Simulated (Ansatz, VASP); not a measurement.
## MgO3 in VASP and in Ansatz

The input INCAR:

```
ALGO = Normal
EDIFF = 1E-7
EDIFFG = -0.04
ENCUT = 600
GGA = PE
IBRION = 2
ISIF = 3
ISMEAR = 0
ISPIN = 2
LASPH = T
LCHARG = F
LORBIT = 11
LREAL = F
LWAVE = F
MAGMOM = 0 1 1 1
NELM = 150
NSW = 90
PREC = Accurate
SIGMA = 0.1
```

KPOINTS

```
k-points
0
Gamma
  6 6 6
```

The input POSCAR:

```
MgO3
1.0
   -2.3044918200      2.3044918200      2.3044918200
    2.3044918200     -2.3044918200      2.3044918200
    2.3044918200      2.3044918200     -2.3044918200
Mg O
1 3
Direct
    0.0000000000      0.0000000000      0.0000000000
    0.0000000000      0.5000000000      0.5000000000
    0.5000000000      0.0000000000      0.5000000000
    0.5000000000      0.5000000000      0.0000000000
```

Input for Ansatz:

```yaml
crystal:
  lattice:
    - [-2.30449182, 2.30449182, 2.30449182]
    - [2.30449182, -2.30449182, 2.30449182]
    - [2.30449182, 2.30449182, -2.30449182]
  atoms:
    - { symbol: Mg, position: [0.0, 0.0, 0.0] }
    - { symbol: O, position: [0.0, 0.5, 0.5], spin: 1.0 }
    - { symbol: O, position: [0.5, 0.0, 0.5], spin: 1.0 }
    - { symbol: O, position: [0.5, 0.5, 0.0], spin: 1.0 }
basis:
  ecutwfc: 420
kpoints:
  mp_grid: { grid: [6, 6, 6] }
hamiltonian:
  xc: pbe
scf:
  occupations: { method: gaussian, width: 0.1 }
  lower_state_search: "off"
output:
  forces: true
  stress: true
  eigenvalues: true
  populations: true
magnetization:
  spin_polarized: true
relax:
  adjacent_minimum: "off"
  f_tol: 0.04
  max_steps: 70
  cell: { stress_tol: 0.4 }
```

Alike in both runs: task relaxation of cell and atoms; functional PBE; k mesh 6 × 6 × 6; occupations gaussian, width 0.1 eV; collinear spin.

|  | VASP | Ansatz |
| --- | --- | --- |
| version | VASP 6.6.1 | Ansatz 0.2.0 |
| potentials or method | VASP PAW PBE potentials, release 64 (Mg, O), cutoff 600 eV | scalar-relativistic, plane waves, PAW |
| valence electrons in the cell | 20 | 28 |

|  | VASP | Ansatz | Ansatz less VASP |
| --- | --- | --- | --- |
| gap on the k mesh at the Fermi level, each at its own relaxed structure (eV) | none | none | - |
| net moment per atom (μB) | 0.25 | 0.25 | 0.000 |
| size of the moment on the site where the two differ most (μB) | 0.29 | 0.31 | +0.023 |
| relaxed volume (Å³/atom) | 9.11 | 9.14 | +0.030 |
| relaxed cell length with the largest relative difference (Å) | 3.617 | 3.621 | +0.0040 |

Site moments also hang on the region over which each program counts them. A gap of «none» marks a metal or a gap that the smearing closes. VASP's potentials hold 20 valence electrons a cell and Ansatz's 28, so a difference there can come from the potentials and not from the codes.

Noted on VASP's run: the volume moved by over 15 % at a fixed basis, so the end points are rough.
